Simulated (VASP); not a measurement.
# Sb (R-3m) in VASP: further runs

The runs below take Sb through single point, with LDA.

All numbers are computed with VASP 6.6.1; they aren't measurements. Logs are shortened: lines on timing, memory, paths and dates and some standing lists are left out, and cuts for length are marked.

**1. The cell of the first run**

The structure is trigonal, space group R-3m (No. 166). The conventional cell has a = 4.291 Å, b = 4.291 Å, c = 10.976 Å, α = 90.00°, β = 90.00°, γ = 120.00°. Within 3.8 Å of Sb (site symmetry 3m) lie 6 Sb at 2.91 to 3.27 Å.

**2. Single point, LDA**

The input, INCAR:

```
ALGO = Normal ; EDIFF = 1E-6
ENCUT = 520 ; ISIF = 2
ISMEAR = 1 ; LASPH = T
LCHARG = F ; LREAL = F
LWAVE = F ; NBANDS = 12
NELM = 80 ; PREC = Accurate
SIGMA = 0.01
```

The input, KPOINTS:

```
k-points
0
Gamma
  9 9 9
```

The input, POSCAR:

```
Sb
1.0
    2.1456002536      1.2387628840      3.6587425366
   -2.1456002536      1.2387628840      3.6587425366
    0.0000000000     -2.4775257680      3.6587425366
Sb
2
Direct
    0.2359371474      0.2359371474      0.2359371474
    0.7640628526      0.7640628526      0.7640628526
```

Potentials or basis: VASP PAW LDA potentials, release 64 (Sb).

Command:

```console
> cat potpaw_LDA.64/Sb/POTCAR > POTCAR
> mpirun -np 1 vasp_std > vasp.out
```

OUTCAR:

```text
EDIFF = 1E-6
   ENCUT = 520
   ISIF = 2
   ISMEAR = 1
   LASPH = T
   LREAL = F
   NELM = 80
   PREC = Accurate

 ion  position               nearest neighbor table
   1  0.236  0.236  0.236-   2 2.91   2 2.91   2 2.91   2 3.27   2 3.27   2 3.27
   2  0.764  0.764  0.764-   1 2.91   1 2.91   1 2.91   1 3.27   1 3.27   1 3.27

  LATTYP: Found a trigonal (rhomboedric) cell.
 ALAT       =     4.4186571354
 COS(alpha) =     0.5284290848

  Lattice vectors:

 A1 = (   2.1456002536,   1.2387628840,   3.6587425366)
 A2 = (  -2.1456002536,   1.2387628840,   3.6587425366)
 A3 = (   0.0000000000,  -2.4775257680,   3.6587425366)

Analysis of symmetry for initial positions (statically):
=====================================================================
 Subroutine PRICEL returns:
 Original cell was already a primitive cell.

 Routine SETGRP: Setting up the symmetry group for a
 trigonal (rhombohedral) supercell.

 Subroutine GETGRP returns: Found 12 space group operations
 (whereof 12 operations were pure point group operations)
 out of a pool of 12 trial point group operations.

The static configuration has the point symmetry D_3d.

Analysis of symmetry for dynamics (positions and initial velocities):
=====================================================================
 Subroutine PRICEL returns:
 Original cell was already a primitive cell.

 Routine SETGRP: Setting up the symmetry group for a
 trigonal (rhombohedral) supercell.

 Subroutine GETGRP returns: Found 12 space group operations
 (whereof 12 operations were pure point group operations)
 out of a pool of 12 trial point group operations.

The dynamic configuration has the point symmetry D_3d.

 Subroutine INISYM returns: Found 12 space group operations
 (whereof 12 operations are pure point group operations),
 and found     1 'primitive' translations

----------------------------------------------------------------------------------------

                                     Primitive cell

  volume of cell :      58.3472

  direct lattice vectors                    reciprocal lattice vectors
     2.145600254  1.238762884  3.658742537     0.233035021  0.134542832  0.091105982
    -2.145600254  1.238762884  3.658742537    -0.233035021  0.134542832  0.091105982
     0.000000000 -2.477525768  3.658742537     0.000000000 -0.269085664  0.091105982

  length of vectors
     4.418657135  4.418657135  4.418657135     0.284090469  0.284090469  0.284090469

  position of ions in fractional coordinates (direct lattice)
     0.235937147  0.235937147  0.235937147
     0.764062853  0.764062853  0.764062853

  ion indices of the primitive-cell ions
   primitive index   ion index
                 1           1
                 2           2

----------------------------------------------------------------------------------------

 KPOINTS: k-points

Automatic generation of k-mesh.
 Grid dimensions read from file:
 generate k-points for:    9    9    9

 Generating k-lattice:

  Cartesian coordinates                     Fractional coordinates (reciprocal lattice)
     0.025892780  0.014949204  0.010122887     0.111111111  0.000000000  0.000000000
    -0.025892780  0.014949204  0.010122887     0.000000000  0.111111111  0.000000000
     0.000000000 -0.029898407  0.010122887     0.000000000  0.000000000  0.111111111

  Length of vectors
     0.031565608  0.031565608  0.031565608

  Shift w.r.t. Gamma in fractional coordinates (k-lattice)
     0.000000000  0.000000000  0.000000000

 Subroutine IBZKPT returns following result:
 ===========================================

 Found     85 irreducible k-points:

 Following reciprocal coordinates:
            Coordinates               Weight
  0.000000  0.000000  0.000000      1.000000
  0.111111  0.000000  0.000000      6.000000
  0.222222  0.000000 -0.000000      6.000000
  0.333333  0.000000 -0.000000      6.000000
  0.444444  0.000000 -0.000000      6.000000
  0.111111  0.111111  0.000000      6.000000
[... 16 lines left out ...]
 -0.333333  0.333333  0.000000      6.000000
  0.444444  0.444444 -0.000000      6.000000
 [... further k-points ...]
   k-points           NKPTS =     85   k-points in BZ     NKDIM =     85   number of bands    NBANDS=     12
   number of dos      NEDOS =    301   number of ions     NIONS =      2
   total plane-waves  NPLWV =  46656
   dimension x,y,z NGX =    36 NGY =   36 NGZ =   36
   dimension x,y,z NGXF=    72 NGYF=   72 NGZF=   72
   ions per type =               2
   NGX,Y,Z   is equivalent  to a cutoff of  13.54, 13.54, 13.54 a.u.
   NGXF,Y,Z  is equivalent  to a cutoff of  27.09, 27.09, 27.09 a.u.
 SYSTEM =  unknown system
   PREC   = accura    normal or accurate (medium, high low for compatibility)
   ISTART =      0    job   : 0-new  1-cont  2-samecut
   ICHARG =      2    charge: 1-file 2-atom 10-const
   ISPIN  =      1    spin polarized calculation?
   LNONCOLLINEAR =      F non collinear calculations
   LSORBIT =      F    spin-orbit coupling
   LASPH  =      T    aspherical Exc in radial PAW
   ENCUT  =  520.0 eV  38.22 Ry    6.18 a.u.   8.22  8.22  8.22*2*pi/ulx,y,z
   NELM   =     80;   NELMIN=  2; NELMDL= -5     # of ELM steps
   EDIFF  = 0.1E-05   stopping-criterion for ELM
   LREAL  =      F    real-space projection
   EDIFFG = 0.1E-04   stopping-criterion for IOM
   NSW    =      0    number of steps for IOM
   IBRION =     -1    ionic relax: 0-MD 1-quasi-New 2-CG
   NFREE  =      0    steps in history (QN), initial steepest desc. (CG)
   ISIF   =      2    stress and relaxation
   ISYM   =      2    0-nonsym 1-usesym 2-fastsym
   POTIM  = 0.5000    time-step for ionic-motion
   TEBEG  =    0.0;   TEEND  =   0.0 temperature during run
   PSTRESS=    0.0 pullay stress
   NELECT =      10.0000    total number of electrons
   NUPDOWN=      -1.0000    fix difference up-down
   EMIN   =  10.00;   EMAX   =-10.00  energy-range for DOS
   EFERMI =   0.00;   METHOD = LEGACY
   ISMEAR =     1;   SIGMA  =   0.01  broadening in eV -4-tet -1-fermi 0-gaus
   EFERMI_NEDOS =   21; number of points for ismear=-14 and -15
   IALGO  =     38    algorithm
   IMIX   =      4    mixing-type and parameters
     AMIX     =   0.40;   BMIX     =  1.00
     AMIX_MAG =   1.60;   BMIX_MAG =  1.00
  volume/ion in A,a.u.               =      29.17       196.87
  Fermi-wavevector in a.u.,A,eV,Ry     =   0.909358  1.718437 11.251088  0.826932
  Thomas-Fermi vector in A             =   2.033393
   LORBIT       =      0    0 simple, 1 ext, 2 COOP (PROOUT), +10 PAW based schemes
   GGA     = CA    functional components
   LHFCALC =     F    Hartree Fock is set to
   AEXX    =    0.0000 exact exchange contribution
   IVDW    =     0    specifies the selected vdW correction
   LEPSILON=     F    determine dielectric tensor
   LRPA    =     F    only Hartree local field effects (RPA)
 non-spin polarized calculation
 Methfessel and Paxton  Order N= 1 SIGMA  =   0.01
  energy-cutoff  :      520.00
  volume of cell :       58.35
 maximum number of plane-waves:      1584
 NGX is ok and might be reduce to    36
   NGX = 17   NGY = 17   NGZ = 17

 number of electron      10.0000000 magnetization

 Free energy of the ion-electron system (eV)
  ---------------------------------------------------
  ext. energy  EPLUGINS =         0.00000000
  ---------------------------------------------------
  free energy    TOTEN  =        -9.63186390 eV

  energy without entropy =       -9.63188589  energy(sigma->0) =       -9.63187123

 E-fermi :   7.5243     XC(G=0):  -9.8713

 val. band max:        7.5138749874   @ k =   0.3333   0.1111   0.1111
 cond. band min:       7.5364857657   @ k =   0.4444   0.0000  -0.0000
 fundamental gap:      0.0226107783
 Fermi energy:         7.5243190261

 k-point     1 :       0.0000    0.0000    0.0000
  band No.  band energies     occupation
      1      -5.3816      2.00000
      2       2.8715      2.00000
      3       5.5297      2.00000
      4       5.6898      2.00000
      5       5.6898      2.00000
      6       9.8763      0.00000
      7      10.3758      0.00000
      8      10.3758      0.00000
      9      12.4836      0.00000
     10      12.4836      0.00000
     11      12.6505      0.00000
     12      14.0660      0.00000

 k-point     2 :       0.1111    0.0000    0.0000
  band No.  band energies     occupation
      1      -5.2419      2.00000
      2       2.2057      2.00000
      3       5.5612      2.00000
      4       5.6751      2.00000
      5       6.0127      2.00000
      6       9.7018      0.00000
      7       9.9865      0.00000
      8       9.9963      0.00000
      9      12.0803      0.00000
     10      12.5078      0.00000
     11      12.5766      0.00000
     12      14.9784      0.00000

 k-point     3 :       0.2222    0.0000   -0.0000
  band No.  band energies     occupation
      1      -4.8257      2.00000
      2       0.8643      2.00000
      3       5.6076      2.00000
      4       5.6591      2.00000
      5       6.4839      2.00000
      6       9.0365      0.00000
      7       9.1507      0.00000
      8       9.1841      0.00000
      9      12.2717      0.00000
     10      12.9121      0.00000
     11      13.2313      0.00000
     12      16.7467      0.00000
[... 286 lines left out ...]
 k-point    23 :      -0.3333    0.3333    0.0000
  band No.  band energies     occupation
      1      -2.2466      2.00000
      2      -2.0362      2.00000
      3       2.3298      2.00000
      4       4.6709      2.00000
      5       5.0026      2.00000
      6       9.7489      0.00000
      7      10.2532      0.00000
      8      12.6101      0.00000
      9      13.1666      0.00000
     10      14.0785      0.00000
     11      15.3083      0.00000
     12      17.5291      0.00000

 k-point    24 :       0.4444    0.4444   -0.0000
  band No.  band energies     occupation
      1      -3.0594      2.00000
      2      -0.3135      2.00000
      3       2.0594      2.00000
      4       3.7491      2.00000
      5       3.7855      2.00000
      6       9.1381      0.00000
      7      12.5712      0.00000
      8      12.9813      0.00000
      9      14.2925      0.00000
     10      16.0881      0.00000
     11      17.3575      0.00000
     12      18.4205      0.00000

 [... further k-points ...]
[... 5 lines left out ...]
  --------------------------------------------------------------------------------------
  -------------------------------------------------------------------------------------
  Total        0.1728351      0.1728351      0.1103419     -0.0000000     -0.0000000      0.0000000
  in kB        4.7459427      4.7459427      3.0299183     -0.0000000     -0.0000000      0.0000000
  external PRESSURE =       4.1739346 kB  Pullay stress =       0.0000000 kB

 VOLUME and BASIS-vectors are now :
 -----------------------------------------------------------------------------
  energy-cutoff  :      520.00
  volume of cell :       58.35
      direct lattice vectors                 reciprocal lattice vectors
     2.145600254  1.238762884  3.658742537     0.233035021  0.134542832  0.091105982
    -2.145600254  1.238762884  3.658742537    -0.233035021  0.134542832  0.091105982
     0.000000000 -2.477525768  3.658742537     0.000000000 -0.269085664  0.091105982

 POSITION                                       TOTAL-FORCE (eV/Angst)
 -----------------------------------------------------------------------------------
      0.00000      0.00000      2.58970         0.000000     -0.000000      0.022017
      0.00000      0.00000      8.38653         0.000000      0.000000     -0.022017
 -----------------------------------------------------------------------------------
    total drift:                               -0.000000      0.000000     -0.000000

  FREE ENERGIE OF THE ION-ELECTRON SYSTEM (eV)
  ---------------------------------------------------
  free  energy   TOTEN  =        -9.6318639010 eV

  energy  without entropy=       -9.6318858872  energy(sigma->0) =       -9.63187123
```

It took 16 s on 1 thread of Intel Xeon 6975P-C (Granite Rapids), shared host; peak memory 0.19 GiB.

What came out:

| Quantity | Value |
| --- | --- |
| Free energy | -9.6319 eV |
| Pressure | 0.4 GPa |
| Largest force | 0.022 eV/Å |
| Band gap on the k mesh | 0.02 eV, indirect (least direct gap 0.44 eV) |

Forces on the atoms (eV/Å):
```
Sb   0.000  0.000  0.022
Sb   0.000  0.000 -0.022
```

Stress tensor (GPa, compression positive):
```
0.47 0.00 0.00
0.00 0.47 0.00
0.00 0.00 0.30
```

Levels at points of the mesh, in eV from the valence-band top:
```tsv
k point	band 1	band 2	band 3	band 4	band 5	band 6	band 7	band 8	band 9	band 10
(0.00, 0.00, 0.00)	-12.90	-4.64	-1.98	-1.82	-1.82	2.36	2.86	2.86	4.97	4.97
```

Caveat: spin-orbit coupling is left out, which moves the levels of the heavy elements. A k mesh can miss the band edges.

**3. Single point, LDA**

The input, INCAR:

```
SYSTEM = Sb
PREC = Accurate
ENCUT = 520
EDIFF = 1E-6
ISMEAR = 1
SIGMA = 0.03
LREAL = .False.
LASPH = .True.
NELM = 60
ALGO = Normal
ISIF = 2
LWAVE = .False.
LCHARG = .True.
GGA = CA
LELF = .True.
LVHAR = .True.
NBANDS = 12
```

The input, KPOINTS:

```
regular mesh
0
Gamma
  9 9 9
  0 0 0
```

POSCAR is that of step 2.

Potentials or basis: VASP PAW LDA potentials, release 64 (Sb).

Command:

```console
> cat potpaw_LDA.64/Sb/POTCAR > POTCAR
> mpirun -np 1 vasp_std > vasp.out
```

OUTCAR:

```text
SYSTEM = Sb
   PREC = Accurate
   ENCUT = 520
   EDIFF = 1E-6
   ISMEAR = 1
   LREAL = .False.
   LASPH = .True.
   NELM = 60
   ISIF = 2
   GGA = CA

 ion  position               nearest neighbor table
   1  0.236  0.236  0.236-   2 2.91   2 2.91   2 2.91   2 3.27   2 3.27   2 3.27
   2  0.764  0.764  0.764-   1 2.91   1 2.91   1 2.91   1 3.27   1 3.27   1 3.27

  LATTYP: Found a trigonal (rhomboedric) cell.
 ALAT       =     4.4186571354
 COS(alpha) =     0.5284290848

  Lattice vectors:

 A1 = (   2.1456002536,   1.2387628840,   3.6587425366)
 A2 = (  -2.1456002536,   1.2387628840,   3.6587425366)
 A3 = (   0.0000000000,  -2.4775257680,   3.6587425366)

Analysis of symmetry for initial positions (statically):
=====================================================================
 Subroutine PRICEL returns:
 Original cell was already a primitive cell.

 Routine SETGRP: Setting up the symmetry group for a
 trigonal (rhombohedral) supercell.

 Subroutine GETGRP returns: Found 12 space group operations
 (whereof 12 operations were pure point group operations)
 out of a pool of 12 trial point group operations.

The static configuration has the point symmetry D_3d.

Analysis of symmetry for dynamics (positions and initial velocities):
[... 167 lines left out ...]
 k-point     1 :       0.0000    0.0000    0.0000
  band No.  band energies     occupation
      1      -5.3819      2.00000
      2       2.8710      2.00000
      3       5.5295      2.00000
      4       5.6894      2.00000
      5       5.6894      2.00000
      6       9.8759      0.00000
      7      10.3756      0.00000
      8      10.3756      0.00000
      9      12.4834      0.00000
     10      12.4834      0.00000
     11      12.6507      0.00000
     12      14.0661      0.00000
[... 331 lines left out ...]
 k-point    24 :       0.4444    0.4444   -0.0000
  band No.  band energies     occupation
      1      -3.0598      2.00000
      2      -0.3140      2.00000
      3       2.0592      2.00000
      4       3.7489      2.00000
      5       3.7852      2.00000
      6       9.1381      0.00000
      7      12.5708      0.00000
      8      12.9810      0.00000
      9      14.2921      0.00000
     10      16.0878      0.00000
     11      17.3573      0.00000
     12      18.4202      0.00000

 [... further k-points ...]
[... 5 lines left out ...]
  --------------------------------------------------------------------------------------
  -------------------------------------------------------------------------------------
  Total        0.1609665      0.1609665      0.1057819      0.0000000      0.0000000      0.0000000
  in kB        4.4200377      4.4200377      2.9047047      0.0000000      0.0000000      0.0000000
  external PRESSURE =       3.9149267 kB  Pullay stress =       0.0000000 kB

 VOLUME and BASIS-vectors are now :
 -----------------------------------------------------------------------------
  energy-cutoff  :      520.00
  volume of cell :       58.35
      direct lattice vectors                 reciprocal lattice vectors
     2.145600254  1.238762884  3.658742537     0.233035021  0.134542832  0.091105982
    -2.145600254  1.238762884  3.658742537    -0.233035021  0.134542832  0.091105982
     0.000000000 -2.477525768  3.658742537     0.000000000 -0.269085664  0.091105982

 POSITION                                       TOTAL-FORCE (eV/Angst)
 -----------------------------------------------------------------------------------
      0.00000      0.00000      2.58970         0.000000      0.000000      0.025660
      0.00000      0.00000      8.38653         0.000000      0.000000     -0.025660
 -----------------------------------------------------------------------------------
    total drift:                               -0.000000      0.000000     -0.000000

  FREE ENERGIE OF THE ION-ELECTRON SYSTEM (eV)
  ---------------------------------------------------
  free  energy   TOTEN  =        -9.6318666226 eV

  energy  without entropy=       -9.6317963242  energy(sigma->0) =       -9.63184319
```

OSZICAR:

```text
N       E                     dE             d eps       ncg     rms          rms(c)
DAV:   1     0.364112439907E+02    0.36411E+02   -0.35516E+03  2040   0.657E+02
DAV:   2    -0.755737893732E+01   -0.43969E+02   -0.42287E+02  2772   0.110E+02
DAV:   3    -0.963797716040E+01   -0.20806E+01   -0.20694E+01  2496   0.266E+01
DAV:   4    -0.965616811025E+01   -0.18191E-01   -0.18187E-01  2380   0.306E+00
DAV:   5    -0.965639600199E+01   -0.22789E-03   -0.22789E-03  2504   0.370E-01    0.324E+00
DAV:   6    -0.964067010256E+01    0.15726E-01   -0.33340E-03  2412   0.291E-01    0.193E+00
DAV:   7    -0.963184909185E+01    0.88210E-02   -0.71469E-03  2360   0.422E-01    0.534E-02
DAV:   8    -0.963186340334E+01   -0.14311E-04   -0.19135E-04  2392   0.920E-02    0.158E-02
DAV:   9    -0.963186687600E+01   -0.34727E-05   -0.10999E-05  2504   0.192E-02    0.593E-03
DAV:  10    -0.963186662258E+01    0.25342E-06   -0.10565E-06  1608   0.552E-03
   1 F= -.96318666E+01 E0= -.96318432E+01  d E =-.702984E-04
```

Wall time 18 s (1 thread of Intel Xeon 6975P-C (Granite Rapids), shared host); peak memory 0.19 GiB.

Results:

- Free energy: -9.6319 eV
- Pressure: 0.4 GPa
- Largest force: 0.026 eV/Å
- Band gap on the k mesh: 0.02 eV, indirect (least direct gap 0.44 eV)

Forces in eV/Å, atoms in the order of the input:
```
Sb   0.000  0.000  0.026
Sb   0.000  0.000 -0.026
```

Caveat: spin-orbit coupling is left out, which moves the levels of the heavy elements.

(Part 1 of 2 ends here.)
